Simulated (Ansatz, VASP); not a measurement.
This is a calculation of HfB2 for Ansatz 0.2.0.

Contents of input.yaml:

```yaml
crystal:
  lattice:
    - [3.181320528, 0.0, 0.0]
    - [-1.590660264, 2.7551043948, 0.0]
    - [0.0, 0.0, 3.5257947253]
  atoms:
    - { symbol: Hf, position: [0.0, 0.0, 0.0] }
    - { symbol: B, position: [0.6666666667, 0.3333333333, 0.5] }
    - { symbol: B, position: [0.3333333333, 0.6666666667, 0.5] }
hamiltonian:
  xc: pbesol
  pseudopotentials: { kind: paw }
kpoints:
  mp_grid: { grid: [10, 10, 8] }
scf:
  occupations: { method: fermi_dirac, width: 0.05 }
output:
  forces: true
  stress: true
  eigenvalues: true
```

Potentials or basis: Ansatz PAW.

The run is started by

```console
$ ansatz run input.yaml --threads 2 --pin off --max-ram 5632MiB --backend cpu --events-out ev --progress --plain --runs-dir out
```

Question: Set up the same calculation for VASP 6.6.1. Potentials there: VASP PAW PBE potentials, release 64 (Hf_pv, B).

Answer: As run (the cutoff follows the program's own potentials):

INCAR

```
SYSTEM = HfB2
PREC = Accurate ; ENCUT = 520
EDIFF = 1E-6 ; ISMEAR = -1
SIGMA = 0.05 ; LREAL = .FALSE.
LASPH = .TRUE. ; NELM = 60
ALGO = Normal ; ISIF = 2
LWAVE = .FALSE. ; LCHARG = .FALSE.
GGA = PS ; NBANDS = 15
```

File KPOINTS:

```
regular mesh
0
G
  10 10 8
  0 0 0
```

Contents of POSCAR:

```
HfB2
1.0
    3.1813205280      0.0000000000      0.0000000000
   -1.5906602640      2.7551043948      0.0000000000
    0.0000000000      0.0000000000      3.5257947253
Hf B
1 2
Direct
    0.0000000000      0.0000000000      0.0000000000
    0.6666666667      0.3333333333      0.5000000000
    0.3333333333      0.6666666667      0.5000000000
```

Potentials or basis: VASP PAW PBE potentials, release 64 (Hf_pv, B).

The run is started by

```bash
$ cat potpaw_PBE.64/Hf_pv/POTCAR potpaw_PBE.64/B/POTCAR > POTCAR
$ mpirun -np 1 vasp_std > vasp.out
```

Both were run:

|  | VASP | Ansatz | Ansatz less VASP |
| --- | --- | --- | --- |
| gap on the k mesh at the Fermi level (eV) | none | none | - |
| pressure (GPa) | -13.5 | -13.2 | +0.24 |
| traceless stress, the component that is largest in VASP (GPa) | 0.32 | 0.23 | -0.089 |

VASP's potentials were made for PBE, not for PBEsol. A gap of «none» marks a metal or a gap that the smearing closes. The functional is the same, so the differences come from potentials, cutoffs and numerics. VASP's potentials hold 16 valence electrons a cell and Ansatz's 32, so a difference there can come from the potentials and not from the codes.

Neither program's run includes spin-orbit coupling.
